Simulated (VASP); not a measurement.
Input of a VASP 6.6.1 run:

File INCAR:

```
ALGO = Normal
EDIFF = 1E-7
ENCUT = 520
GGA = PE
ISIF = 2
ISMEAR = -1
LASPH = T
LCHARG = F
LREAL = F
LWAVE = F
NBANDS = 13
NELM = 60
PREC = Accurate
SIGMA = 0.1
```

The input KPOINTS:

```
k-points
0
Gamma
  14 14 14
```

The input POSCAR:

```
Pb
1.0
    0.0000000000      2.4395794005      2.4395794005
    2.4395794005      0.0000000000      2.4395794005
    2.4395794005      2.4395794005      0.0000000000
Pb
1
Direct
    0.0000000000      0.0000000000      0.0000000000
```

Potentials or basis: VASP PAW PBE potentials, release 64 (Pb_d).

Launch:

```bash
$ cat potpaw_PBE.64/Pb_d/POTCAR > POTCAR
$ mpirun -np 1 vasp_std > vasp.out
```

Question: Predict the band gap on the k mesh.

Answer: Zero (band 7 reaches 15.54 eV, above the bottom of band 8 at 6.13 eV).

Question: Estimate the pressure.

Answer: 4.8 GPa.

Caveat: spin-orbit coupling is left out, which moves the levels of the heavy elements.
